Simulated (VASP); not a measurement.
Set up this calculation in VASP 6.6.1, as the native input.

* Task: single point
* Functional: LDA
* Potentials or basis: VASP PAW LDA potentials, release 64 (Hf_pv)
* Cutoff: 520 eV
* k mesh: 16 × 16 × 16
* Occupations: gaussian, width 0.1 eV
* Spin: no spin polarisation
* Dipole correction: no
* Further INCAR settings: ALGO = Fast; EDIFF = 1e-06; NBANDS = 11

The structure of Hf lies in POSCAR:

```
Hf
1.0
    0.0000000000      2.2695726000      2.2695726000
    2.2695726000      0.0000000000      2.2695726000
    2.2695726000      2.2695726000      0.0000000000
Hf
1
Direct
    0.0000000000      0.0000000000      0.0000000000
```

This cell differs from its parent crystal: functional LDA, strained.

One way to write it, as run:

INCAR

```
PREC = Accurate
ENCUT = 520
EDIFF = 1E-6
ISMEAR = 0
SIGMA = 0.1
LREAL = False
LASPH = True
NELM = 60
ALGO = Fast
ISIF = 2
LWAVE = False
LCHARG = False
NBANDS = 11
```

KPOINTS

```
Automatic mesh
0
Gamma
  16 16 16
```

Potentials or basis: VASP PAW LDA potentials, release 64 (Hf_pv).

The run is started by

```console
$ cat potpaw_LDA.64/Hf_pv/POTCAR > POTCAR
$ mpirun -np 1 vasp_std > vasp.out
```

It gave:

| Quantity | Value |
| --- | --- |
| Pressure | -11.4 GPa |
| Band gap on the k mesh | zero (band 5 reaches 5.61 eV, above the bottom of band 6 at 3.94 eV) |

Caveat: the cell differs from its parent crystal (functional LDA, strained); spin-orbit coupling is left out, which moves the levels of the heavy elements.

It took 13 s on 1 thread of Intel(R) Xeon(R) Platinum 8488C (Sapphire Rapids), on a shared host, peak memory 0.15 GiB.
